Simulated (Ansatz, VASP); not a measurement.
## Tl4Br: VASP beside Ansatz

The input INCAR:

```
ALGO = Normal
EDIFF = 1E-6
EDIFFG = -0.04
ENCUT = 600
GGA = PE
IBRION = 2
ISIF = 3
ISMEAR = 0
LASPH = True
LCHARG = False
LREAL = False
LWAVE = False
NELM = 80
NSW = 90
PREC = Accurate
SIGMA = 0.1
```

File KPOINTS:

```
k-points
0
Gamma
  4 4 4
```

The input POSCAR:

```
Tl4Br
1.0
   -3.0466684300      3.0466684300      3.0466684300
    3.0466684300     -3.0466684300      3.0466684300
    3.0466684300      3.0466684300     -3.0466684300
Tl Br
4 1
Direct
    0.5000000000      0.5000000000      0.5000000000
    0.0000000000      0.0000000000      0.5000000000
    0.0000000000      0.5000000000      0.0000000000
    0.5000000000      0.0000000000      0.0000000000
    0.0000000000      0.0000000000      0.0000000000
```

Input for Ansatz:

```yaml
crystal:
  lattice:
    - [-3.04666843, 3.04666843, 3.04666843]
    - [3.04666843, -3.04666843, 3.04666843]
    - [3.04666843, 3.04666843, -3.04666843]
  atoms:
    - { symbol: Tl, position: [0.5, 0.5, 0.5] }
    - { symbol: Tl, position: [0.0, 0.0, 0.5] }
    - { symbol: Tl, position: [0.0, 0.5, 0.0] }
    - { symbol: Tl, position: [0.5, 0.0, 0.0] }
    - { symbol: Br, position: [0.0, 0.0, 0.0] }
basis:
  ecutwfc: 420
kpoints:
  mp_grid: { grid: [4, 4, 4] }
hamiltonian:
  xc: pbe
scf:
  occupations: { method: gaussian, width: 0.1 }
  lower_state_search: "off"
output:
  forces: true
  stress: true
  eigenvalues: true
relax:
  adjacent_minimum: "off"
  f_tol: 0.04
  max_steps: 70
  cell: { stress_tol: 0.4 }
```

Alike in both runs: task relaxation of cell and atoms; functional PBE; k mesh 4 × 4 × 4; occupations gaussian, width 0.1 eV; no spin polarisation.

```csv
,VASP,Ansatz
version,VASP 6.6.1,Ansatz 0.2.0
potentials or method,"VASP PAW PBE potentials, release 64 (Tl_d, Br), cutoff 600 eV","scalar-relativistic, plane waves, PAW"
valence electrons in the cell,59,59
```

Ansatz gave:

```
gap on the k mesh at the Fermi level, each at its own relaxed structure (eV) : none
relaxed volume (Å³/atom)                                                     : 39.94
relaxed length of the cell vector where the two differ most in proportion (Å)              : 6.378
```

Problem. Which values does VASP return?

Solution. gap on the k mesh at the Fermi level, each at its own relaxed structure (eV): none; relaxed volume (Å³/atom): 40.22; relaxed length of the cell vector where the two differ most in proportion (Å): 6.392.

A gap of «none» marks a metal or a gap that the smearing closes.

The k mesh is coarse, so the values compare programs but aren't converged. Neither program's run includes spin-orbit coupling. Noted on VASP's run: the volume moved by over 15 % at a fixed basis, so the end points are rough.
